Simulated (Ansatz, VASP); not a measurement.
# Pd in VASP and in Ansatz

The input INCAR:

```
PREC = Accurate
ENCUT = 520
EDIFF = 1E-7
ISMEAR = -1
SIGMA = 0.05
LREAL = F
LASPH = T
NELM = 150
ALGO = Normal
ISIF = 2
LWAVE = F
LCHARG = F
ISPIN = 2
MAGMOM = 0.5 -0.5
LORBIT = 11
LMAXMIX = 4
GGA = PE
NBANDS = 21
```

File KPOINTS:

```
Automatic mesh
0
Gamma
  12 12 12
```

Contents of POSCAR:

```
Pd
1.0
    0.0000000000      2.5040343417      2.5040343417
    2.5040343417      0.0000000000      2.5040343417
    2.5040343417      2.5040343417      0.0000000000
Pd
2
Direct
    0.0000000000      0.0000000000      0.0000000000
    0.5000000000      0.5000000000      0.5000000000
```

Input for Ansatz:

```yaml
crystal:
  lattice:
    - [0.0, 2.5040343417, 2.5040343417]
    - [2.5040343417, 0.0, 2.5040343417]
    - [2.5040343417, 2.5040343417, 0.0]
  atoms:
    - { symbol: Pd, position: [0.0, 0.0, 0.0], spin: 0.5 }
    - { symbol: Pd, position: [0.5, 0.5, 0.5], spin: -0.5 }
hamiltonian:
  xc: pbe
  pseudopotentials:
    kind: paw
    azcp:
      Pd: "pseudopotentials/Pd.paw.azcp"
basis:
  ecutwfc: 420
  fft_grid_basis: typed
kpoints:
  mp_grid: { grid: [12, 12, 12], shift: [0, 0, 0] }
magnetization:
  spin_polarized: true
scf:
  occupations: { method: fermi_dirac, width: 0.05 }
  lower_state_search: "off"
output:
  stress: true
```

Alike in both runs: task single point; functional PBE; k mesh 12 × 12 × 12; occupations fermi-dirac, width 0.05 eV; collinear spin.

|  | VASP | Ansatz |
| --- | --- | --- |
| version | VASP 6.6.1 | Ansatz 0.2.0 |
| potentials or method | VASP PAW PBE potentials, release 64 (Pd), cutoff 520 eV | plane waves (420 eV) with PAW, scalar-relativistic |
| valence electrons in the cell | 20 | 36 |

|  | VASP | Ansatz | Ansatz less VASP |
| --- | --- | --- | --- |
| pressure (GPa) | 21.4 | 22.1 | +0.62 |
| net moment per atom (μB) | 0.00 | 0.00 | 0.000 |

The functional is the same, so the differences come from potentials, cutoffs and numerics. VASP's potentials hold 20 valence electrons a cell and Ansatz's 36, so a difference there can come from the potentials and not from the codes. Ansatz's warnings: seeded moment not kept.
